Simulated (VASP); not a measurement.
**BP: electric field gradients with PBE**

The system is BP.

```
CELL_PARAMETERS angstrom
0.00000 2.26141 2.26141
2.26141 0.00000 2.26141
2.26141 2.26141 0.00000
ATOMIC_POSITIONS crystal
B 0.00000 0.00000 0.00000
P 0.75000 0.75000 0.75000
```

```yaml
Program: VASP 6.6.1
Task: electric field gradients
Functional: PBE
Potentials_or_basis: VASP PAW PBE potentials, release 64 (B, P)
Cutoff: 520 eV
k_mesh: 15 × 15 × 15
Occupations: fermi-dirac, width 0.05 eV
Spin: no spin polarisation
Dipole_correction: no
Further_INCAR_settings: ALGO = Normal; EDIFF = 1e-08; NBANDS = 11
```

```yaml
Pressure: 2.6 GPa
Band_gap_on_the_k_mesh: 1.23 eV (least direct gap 3.42 eV)
Largest_electric_field_gradient_by_atom: zero within the noise of the run
```

Levels at points of the mesh, in eV from the valence-band top:
| k point | band 1 | band 2 | band 3 | band 4 | band 5 | band 6 | band 7 | band 8 |
| --- | --- | --- | --- | --- | --- | --- | --- | --- |
| (0.00, 0.00, 0.00) | -15.55 | 0.00 | 0.00 | 0.00 | 3.42 | 3.42 | 3.42 | 7.53 |

Wall time 9.3 s on 1 thread of Intel(R) Xeon(R) 6975P-C (Granite Rapids), on a shared host, peak memory 0.15 GiB.

Caveat: an odd mesh through Γ misses points on the zone boundary, where band edges can lie.
